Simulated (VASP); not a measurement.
# SnO (P1) in VASP: notebook

SnO is run at these levels: PBE; tasks: single point.

All numbers are computed with VASP 6.6.1; they aren't measurements. Logs are shortened: lines on timing, memory, paths and dates and some standing lists are left out, and cuts for length are marked.

## (1) The cell of the first run

The typed cell holds 8 atoms: a = 3.884 Å, b = 3.870 Å, c = 10.271 Å, α = 91.12°, β = 90.86°, γ = 89.31°.

## (2) Single point, PBE

Contents of INCAR:

```
SYSTEM = SnO
  ALGO = Normal
  EDIFF = 1E-7
  ENCUT = 520
  GGA = PE
  ISIF = 2
  ISMEAR = 0
  LASPH = .True.
  LCHARG = .False.
  LREAL = .False.
  LWAVE = .False.
  NBANDS = 50
  NELM = 100
  PREC = Accurate
  SIGMA = 0.02
```

Contents of KPOINTS:

```
k-points
0
Gamma
  1 1 1
  0 0 0
```

Contents of POSCAR:

```
SnO
1.0
    2.7626985156     -2.7298174925     -0.0291122843
    2.7525849748      2.7197072172     -0.0377131518
   -0.1247915414     -0.0160562955     10.2705592600
Sn O
4 4
Direct
    0.7355854614      0.2633795672      0.8633106553
    0.2739015173      0.7440484090      0.1349487425
    0.7572459698      0.2368651919      0.3670846305
    0.2410313243      0.7817785168      0.6349171530
    0.2718761633      0.2465292227      0.2467669246
    0.7431773681      0.7823784534      0.7491064042
    0.2215019945      0.2758207736      0.7494336474
    0.7780204891      0.7599118483      0.2534839953
```

Potentials or basis: VASP PAW PBE potentials, release 64 (Sn_d, O).

Started as:

```sh
cat potpaw_PBE.64/Sn_d/POTCAR potpaw_PBE.64/O/POTCAR > POTCAR
mpirun -np 1 vasp_gam > vasp.out
```

OUTCAR:

```text
SYSTEM = SnO
   EDIFF = 1E-7
   ENCUT = 520
   GGA = PE
   ISIF = 2
   ISMEAR = 0
   LASPH = .True.
   LREAL = .False.
   NELM = 100
   PREC = Accurate

 ion  position               nearest neighbor table
   1  0.736  0.263  0.863-   6 2.18   7 2.24   7 2.30   6 2.35   4 3.53   4 3.57   4 3.63   4 3.71

   2  0.274  0.744  0.135-   5 2.24   5 2.26   8 2.29   8 2.29   3 3.55   3 3.61   3 3.64   3 3.74

   3  0.757  0.237  0.367-   8 2.17   5 2.24   8 2.36   5 2.37   2 3.55   2 3.61   2 3.64   2 3.74

   4  0.241  0.782  0.635-   7 2.23   6 2.26   6 2.28   7 2.31   1 3.53   1 3.57   1 3.63   1 3.71

   5  0.272  0.247  0.247-   3 2.24   2 2.24   2 2.26   3 2.37
   6  0.743  0.782  0.749-   1 2.18   4 2.26   4 2.28   1 2.35
   7  0.222  0.276  0.749-   4 2.23   1 2.24   1 2.30   4 2.31
   8  0.778  0.760  0.253-   3 2.17   2 2.29   2 2.29   3 2.36

  LATTYP: Found a triclinic cell.
 ALAT       =     3.8697485283
 B/A-ratio  =     1.4082416058
 C/A-ratio  =     2.6542628910
 COS(alpha) =     0.0031188179
 COS(beta)  =     0.0194855931
 COS(gamma) =     0.7015056038

  Lattice vectors:

 A1 = (  -2.7525849748,  -2.7197072172,   0.0377131518)
 A2 = (   0.0101135408,  -5.4495247097,   0.0086008675)
 A3 = (  -0.1247915414,  -0.0160562955,  10.2705592600)

Analysis of symmetry for initial positions (statically):
=====================================================================
 Subroutine PRICEL returns:
 Original cell was already a primitive cell.

 Routine SETGRP: Setting up the symmetry group for a
 triclinic supercell.

 Subroutine GETGRP returns: Found  1 space group operations
 (whereof  1 operations were pure point group operations)
 out of a pool of  2 trial point group operations.

The static configuration has the point symmetry C_1 .

Analysis of symmetry for dynamics (positions and initial velocities):
=====================================================================
 Subroutine PRICEL returns:
 Original cell was already a primitive cell.

 Routine SETGRP: Setting up the symmetry group for a
 triclinic supercell.

 Subroutine GETGRP returns: Found  1 space group operations
 (whereof  1 operations were pure point group operations)
 out of a pool of  2 trial point group operations.

The dynamic configuration has the point symmetry C_1 .

 Subroutine INISYM returns: Found  1 space group operations
[... 87 lines left out ...]
   EDIFFG = 0.1E-05   stopping-criterion for IOM
   NSW    =      0    number of steps for IOM
   IBRION =     -1    ionic relax: 0-MD 1-quasi-New 2-CG
   NFREE  =      0    steps in history (QN), initial steepest desc. (CG)
   ISIF   =      2    stress and relaxation
   ISYM   =      2    0-nonsym 1-usesym 2-fastsym
   POTIM  = 0.5000    time-step for ionic-motion
   TEBEG  =    0.0;   TEEND  =   0.0 temperature during run
   PSTRESS=    0.0 pullay stress
   NELECT =      80.0000    total number of electrons
   NUPDOWN=      -1.0000    fix difference up-down
   EMIN   =  10.00;   EMAX   =-10.00  energy-range for DOS
   EFERMI =   0.00;   METHOD = LEGACY
   ISMEAR =     0;   SIGMA  =   0.02  broadening in eV -4-tet -1-fermi 0-gaus
   EFERMI_NEDOS =   21; number of points for ismear=-14 and -15
   IALGO  =     38    algorithm
   IMIX   =      4    mixing-type and parameters
     AMIX     =   0.40;   BMIX     =  1.00
     AMIX_MAG =   1.60;   BMIX_MAG =  1.00
  volume/ion in A,a.u.               =      19.29       130.18
  Fermi-wavevector in a.u.,A,eV,Ry     =   1.315114  2.485206 23.531622  1.729525
  Thomas-Fermi vector in A             =   2.445320
   LORBIT       =      0    0 simple, 1 ext, 2 COOP (PROOUT), +10 PAW based schemes
   GGA     = PE    functional components
   LHFCALC =     F    Hartree Fock is set to
   AEXX    =    0.0000 exact exchange contribution
   IVDW    =     0    specifies the selected vdW correction
   LEPSILON=     F    determine dielectric tensor
   LRPA    =     F    only Hartree local field effects (RPA)
 non-spin polarized calculation
 Gauss-broadening in eV      SIGMA  =   0.02
  energy-cutoff  :      520.00
  volume of cell :      154.32
 maximum number of plane-waves:      2072
 NGX is ok and might be reduce to    30
   NGX = 15   NGY = 15   NGZ = 39

 number of electron      80.0000001 magnetization

 Free energy of the ion-electron system (eV)
  ---------------------------------------------------
  ext. energy  EPLUGINS =         0.00000000
  ---------------------------------------------------
  free energy    TOTEN  =       -38.57833620 eV

  energy without entropy =      -38.57833620  energy(sigma->0) =      -38.57833620

 E-fermi :   6.6998     XC(G=0):  -9.6478

 val. band max:        6.5503095156   @ k =   0.0000   0.0000   0.0000
 cond. band min:       8.2093061469   @ k =   0.0000   0.0000   0.0000
 fundamental gap:      1.6589966313
 Fermi energy:         6.6998152791

 k-point     1 :       0.0000    0.0000    0.0000
  band No.  band energies     occupation
      1     -15.6372      2.00000
      2     -15.6107      2.00000
      3     -15.5176      2.00000
      4     -15.5048      2.00000
      5     -15.4707      2.00000
      6     -15.4619      2.00000
[... 42 lines left out ...]
     49      11.4144      0.00000
     50      11.6058      0.00000

------------------------ aborting loop because EDIFF is reached ----------------------------------------

  FORCE on cell =-STRESS in cart. coord.  units (eV):
  Direction    XX          YY          ZZ          XY          YZ          ZX
  --------------------------------------------------------------------------------------
  -------------------------------------------------------------------------------------
  Total        9.5520447     11.1968716      4.5731390      1.1524832      0.2354460      1.3378672
  in kB       99.1705877    116.2473970     47.4789323     11.9652330      2.4444315     13.8899136
  external PRESSURE =      87.6323057 kB  Pullay stress =       0.0000000 kB

 VOLUME and BASIS-vectors are now :
 -----------------------------------------------------------------------------
  energy-cutoff  :      520.00
  volume of cell :      154.32
      direct lattice vectors                 reciprocal lattice vectors
     2.762698516 -2.729817493 -0.029112284     0.181001756 -0.183163309  0.001912901
     2.752584975  2.719707217 -0.037713152     0.181681582  0.183843354  0.002494915
    -0.124791541 -0.016056296 10.270559260     0.001180185  0.000155883  0.097380265

 POSITION                                       TOTAL-FORCE (eV/Angst)
 -----------------------------------------------------------------------------------
      2.64944     -1.30556      8.83534         0.252062      0.027592     -2.438754
      2.78792      1.27373      1.34996        -0.032721      0.140390      2.666044
      2.69822     -1.42883      3.73919         0.237019      0.027428     -2.679810
      2.73858      1.45804      6.48445        -0.221483      0.079599      2.587880
      1.39891     -0.07565      2.51722        -0.046593     -0.091299     -0.202727
      4.11326      0.08707      7.64260         0.142187     -0.110679     -0.132373
      1.27764      0.13346      7.68025        -0.146158     -0.159705      0.033200
      4.20953     -0.06119      2.55211        -0.184315      0.086674      0.166540
 -----------------------------------------------------------------------------------
    total drift:                                0.000324     -0.000300      0.000544

  FREE ENERGIE OF THE ION-ELECTRON SYSTEM (eV)
  ---------------------------------------------------
  free  energy   TOTEN  =       -38.5783362007 eV

  energy  without entropy=      -38.5783362007  energy(sigma->0) =      -38.57833620
```

stdout:

```text
POSCAR found type information on POSCAR SnO
 POSCAR found :  2 types and       8 ions
 scaLAPACK will be used
 LDA part: xc-table for (Slater+PW92), standard interpolation
 POSCAR, INCAR and KPOINTS ok, starting setup
 FFT: planning ... GRIDC
 FFT: planning ... GRID_SOFT
 FFT: planning ... GRID
 WAVECAR not read
 entering main loop
```

Run time: 34 s. Hardware: 1 thread of Intel Xeon 8259CL, shared host; peak memory 0.23 GiB.

What came out:

```
Free energy            : -38.5783 eV
Pressure               : 8.8 GPa
Largest force          : 2.690 eV/Å
Band gap on the k mesh : 1.66 eV
```

Forces in eV/Å, atoms in the order of the input:
```
Sn   0.252  0.028 -2.439
Sn  -0.033  0.140  2.666
Sn   0.237  0.027 -2.680
Sn  -0.221  0.080  2.588
O   -0.047 -0.091 -0.203
O    0.142 -0.111 -0.132
O   -0.146 -0.160  0.033
O   -0.184  0.087  0.167
```

Caveat: the k points lie up to 1.62 Å⁻¹ apart; spin-orbit coupling is left out, which moves the levels of the heavy elements; forces of over 1 eV/Å act on the atoms, so gaps and moduli don't describe the material at rest. A k mesh can miss the band edges.

## (3) Single point, PBE

Contents of INCAR:

```
ALGO = Normal
EDIFF = 1E-6
ENCUT = 520
GGA = PE
ISIF = 2
ISMEAR = 0
LASPH = True
LCHARG = False
LREAL = False
LWAVE = False
NBANDS = 50
NELM = 80
PREC = Accurate
SIGMA = 0.02
```

Contents of KPOINTS:

```
k-points
0
Gamma
  2 2 1
```

POSCAR is that of step 2.

Potentials or basis: VASP PAW PBE potentials, release 64 (Sn_d, O).

Started as:

```sh
cat potpaw_PBE.64/Sn_d/POTCAR potpaw_PBE.64/O/POTCAR > POTCAR
mpirun -np 1 vasp_std > vasp.out
```

Run time: 74 s. Hardware: 1 thread of Intel Xeon 8259CL, shared host; peak memory 0.25 GiB.

The run converged. Its results:

| Quantity | Value |
| --- | --- |
| Free energy | -45.4538 eV |
| Pressure | -1.6 GPa |
| Largest force | 0.699 eV/Å |
| Band gap on the k mesh | 0.44 eV, indirect (least direct gap 1.82 eV) |

Forces in eV/Å, atoms in the order of the input:
```
Sn   0.273  0.251 -0.188
Sn  -0.115  0.028  0.480
Sn   0.408  0.089 -0.560
Sn  -0.237 -0.040  0.357
O    0.154  0.159  0.253
O   -0.438 -0.011 -0.109
O    0.423 -0.253 -0.033
O   -0.468 -0.223 -0.200
```

Stress tensor (GPa, compression positive):
```
-1.62  0.70  1.44
 0.70  0.06  0.56
 1.44  0.56 -3.31
```

Levels at points of the mesh, in eV from the valence-band top:
| k point | band 36 | band 37 | band 38 | band 39 | band 40 | band 41 | band 42 | band 43 | band 44 | band 45 |
| --- | --- | --- | --- | --- | --- | --- | --- | --- | --- | --- |
| (0.00, 0.00, 0.00) | -2.75 | -2.70 | -2.50 | -1.96 | 0.00 | 1.82 | 1.90 | 3.21 | 3.42 | 3.75 |
| (0.50, 0.00, 0.00) | -4.16 | -2.34 | -2.32 | -1.54 | -1.50 | 2.26 | 2.39 | 2.85 | 2.96 | 5.38 |
| (0.00, 0.50, 0.00) | -3.97 | -2.39 | -2.32 | -1.63 | -1.46 | 2.29 | 2.53 | 2.85 | 3.21 | 5.26 |
| (0.50, 0.50, 0.00) | -2.08 | -2.06 | -1.96 | -1.82 | -1.75 | 0.44 | 0.50 | 2.51 | 2.58 | 3.55 |

Caveat: the k points lie up to 0.81 Å⁻¹ apart; spin-orbit coupling is left out, which moves the levels of the heavy elements.

## (4) Single point, PBE

Contents of INCAR:

```
SYSTEM = SnO
PREC     = Accurate       ! precision mode
ENCUT    = 520            ! plane-wave cutoff, eV
EDIFF    = 1E-6           ! SCF threshold, eV
ISMEAR   = 0              ! smearing method
SIGMA    = 0.02           ! smearing width, eV
LREAL    = .FALSE.        ! projectors in reciprocal space
LASPH    = .TRUE.         ! aspherical terms in the spheres
NELM     = 100            ! most SCF steps
ALGO     = Normal         ! electronic algorithm
ISIF     = 2              ! what is computed and relaxed
LWAVE    = .FALSE.        ! write WAVECAR
LCHARG   = .FALSE.        ! write CHGCAR
GGA      = PE             ! functional
NBANDS   = 50             ! bands
```

Contents of KPOINTS:

```
regular mesh
0
G
  4 4 1
  0 0 0
```

POSCAR is that of step 3.

Started as:

```sh
cat potpaw_PBE.64/Sn_d/POTCAR potpaw_PBE.64/O/POTCAR > POTCAR
mpirun -np 1 vasp_std > vasp.out
```

Run time: 2.5 min. Hardware: 1 thread of Intel Xeon 8259CL, shared host; peak memory 0.28 GiB.

Results (log left out):

- Free energy: -45.3071 eV
- Pressure: -1.0 GPa
- Largest force: 0.639 eV/Å
- Band gap on the k mesh: 0.45 eV, indirect (least direct gap 1.80 eV)

Forces in eV/Å, atoms in the order of the input:
```
Sn   0.265  0.211 -0.111
Sn  -0.103  0.070  0.417
Sn   0.410  0.122 -0.475
Sn  -0.234 -0.069  0.238
O    0.144  0.160  0.266
O   -0.430 -0.012 -0.108
O    0.415 -0.261 -0.019
O   -0.465 -0.221 -0.209
```

Stress tensor (GPa, compression positive):
```
-1.47  0.64  1.51
 0.64  0.16  0.58
 1.51  0.58 -1.57
```

Levels at points of the mesh, in eV from the valence-band top:
| k point | band 36 | band 37 | band 38 | band 39 | band 40 | band 41 | band 42 | band 43 | band 44 | band 45 |
| --- | --- | --- | --- | --- | --- | --- | --- | --- | --- | --- |
| (0.00, 0.00, 0.00) | -2.76 | -2.73 | -2.52 | -1.96 | 0.00 | 1.80 | 1.88 | 3.22 | 3.43 | 3.76 |
| (0.50, 0.00, 0.00) | -4.19 | -2.34 | -2.32 | -1.53 | -1.49 | 2.26 | 2.39 | 2.85 | 2.96 | 5.38 |
| (0.00, 0.50, 0.00) | -3.99 | -2.39 | -2.32 | -1.62 | -1.46 | 2.29 | 2.54 | 2.85 | 3.21 | 5.27 |
| (0.50, 0.50, 0.00) | -2.11 | -2.07 | -1.98 | -1.82 | -1.75 | 0.45 | 0.51 | 2.52 | 2.59 | 3.55 |

Caveat: the k points lie up to 0.61 Å⁻¹ apart; spin-orbit coupling is left out, which moves the levels of the heavy elements.

## (5) Summary

| k mesh | gap on the mesh (eV) | pressure (GPa) | largest force (eV/Å) |
| --- | --- | --- | --- |
| 1 × 1 × 1 | 1.66 | 8.8 | 2.69 |
| 2 × 2 × 1 | 0.44 | -1.6 | 0.70 |
| 4 × 4 × 1 | 0.45 | -1.0 | 0.64 |

Alike in all rows: task single point; level PBE; potentials or basis VASP PAW PBE potentials, release 64 (Sn_d, O); no spin polarisation; cell as given; cutoff (eV) 520; smearing gaussian 0.02 eV.

Caveats: all runs use coarse meshes; spin-orbit coupling is left out, which moves the levels of the heavy elements; forces of over 1 eV/Å act on the atoms, so gaps and moduli don't describe the material at rest (some runs).

Total energies depend on the potentials used, so only differences within one code and one set of settings carry meaning.
